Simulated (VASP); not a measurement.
Write the native input for VASP 6.6.1 that does the following.

* Task: single point
* Functional: LDA
* Potentials or basis: VASP PAW LDA potentials, release 64 (Cd, S)
* Cutoff: 520 eV
* k mesh: 9 × 9 × 4
* Occupations: gaussian, width 0.01 eV
* Spin: no spin polarisation
* Dipole correction: no
* Further INCAR settings: ALGO = Normal; EDIFF = 1e-07; NBANDS = 26

The structure of CdS lies in POSCAR:

```
CdS
1.0
    4.1245340209      0.0000000000      0.0000000000
   -2.0622670104      3.5719512409      0.0000000000
    0.0000000000      0.0000000000      6.7092066446
Cd S
2 2
Direct
    0.3333333333      0.6666666667     -0.0368285439
    0.6666666667      0.3333333333      0.4631714561
    0.3333333333      0.6666666667      0.4138285439
    0.6666666667      0.3333333333      0.9138285439
```

This cell differs from its parent crystal: atoms moved along the polar distortion.

The input as run:

INCAR

```
ALGO = Normal ; EDIFF = 1E-7
ENCUT = 520 ; GGA = CA
ISIF = 2 ; ISMEAR = 0
LASPH = T ; LCHARG = F
LREAL = F ; LWAVE = F
NBANDS = 26 ; NELM = 60
PREC = Accurate ; SIGMA = 0.01
```

KPOINTS

```
k-points
0
Gamma
  9 9 4
```

Potentials or basis: VASP PAW LDA potentials, release 64 (Cd, S).

Command:

```console
$ cat potpaw_LDA.64/Cd/POTCAR potpaw_LDA.64/S/POTCAR > POTCAR
$ mpirun -np 1 vasp_std > vasp.out
```

It gave:

- Pressure: 1.2 GPa
- Largest force: 0.608 eV/Å
- Band gap on the k mesh: 1.21 eV

Caveat: the cell differs from its parent crystal (atoms moved along the polar distortion); the stress differs along the axes, from -4 to 4 GPa.

It took 100 s on 1 thread of Intel Xeon 8259CL, on a shared host, peak memory 0.23 GiB.
